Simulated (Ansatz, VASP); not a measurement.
## W in VASP and in Ansatz

```
W
1.0
     2.73136    0.00000    0.00000
    -0.91045    2.57515    0.00000
     0.00000    0.00000   24.92060
W
5
Direct
  0.00000 0.00000 0.32102
  0.50000 0.50000 0.41051
  0.00000 0.00000 0.50000
  0.50000 0.50000 0.58949
  0.00000 0.00000 0.67898
```

Alike in both runs: task single point; functional PBEsol; k mesh 14 × 14 × 1; occupations fermi-dirac, width 0.1 eV; no spin polarisation.

|  | VASP | Ansatz |
| --- | --- | --- |
| version | VASP 6.6.1 | Ansatz 0.2.0 |
| potentials or method | VASP PAW PBE potentials, release 64 (W_sv) | PAW with Ansatz's default frozen-core files, scalar-relativistic |
| plane-wave cutoff (eV) | 520 | 420 |
| valence electrons in the cell | 70 | 70 |

Ansatz gave:

| Quantity | Value |
| --- | --- |
| rms of the force components (eV/Å) | 0.342 |

Task: What did VASP give for the same quantities?

Result: rms of the force components (eV/Å): 0.336.

VASP's potentials were made for PBE, not for PBEsol. Atom by atom the forces differ by 0.011 eV/Å (rms over components).

Neither program's run includes spin-orbit coupling.
